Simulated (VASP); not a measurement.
Mg3Be, 4 atoms in the cell. It takes space group Fm-3m (No. 225, cubic). Conventional cell: a = 6.382 Å, b = 6.382 Å, c = 6.382 Å, α = 90.00°, β = 90.00°, γ = 90.00°. Within 3.6 Å of Mg (site symmetry -43m) lie 10 Mg at 2.76 to 3.19 Å and 4 Be at 2.76 Å. Within 3.6 Å of Mg (site symmetry m-3m) lie 8 Mg at 2.76 Å and 6 Be at 3.19 Å. Within 3.6 Å of Be (site symmetry m-3m) lie 14 Mg at 2.76 to 3.19 Å. The cell was generated, and may not be a known phase.

```yaml
Program: VASP 6.6.1
Task: single point
Functional: PBE
Potentials_or_basis: VASP PAW PBE potentials, release 64 (Mg, Be)
Cutoff: 520 eV
k_mesh: 6 × 6 × 6
Occupations: gaussian, width 0.1 eV
Spin: no spin polarisation
Dipole_correction: no
Further_INCAR_settings: ALGO = Fast; EDIFF = 1e-07; NBANDS = 12
```

Potentials or basis: VASP PAW PBE potentials, release 64 (Mg, Be).

The run is started by

```bash
$ cat potpaw_PBE.64/Mg/POTCAR potpaw_PBE.64/Be/POTCAR > POTCAR
$ mpirun -np 1 vasp_std > vasp.out
```

Hardware: 1 thread of Intel(R) Xeon(R) 6975P-C (Granite Rapids), on a shared host.

**Question.** Estimate the wall time of this run.

**Answer.** Wall time 7.9 s on 1 thread of Intel(R) Xeon(R) 6975P-C (Granite Rapids), with other jobs on the host, peak memory 0.19 GiB. Counts: scf iterations 13, k points 16.
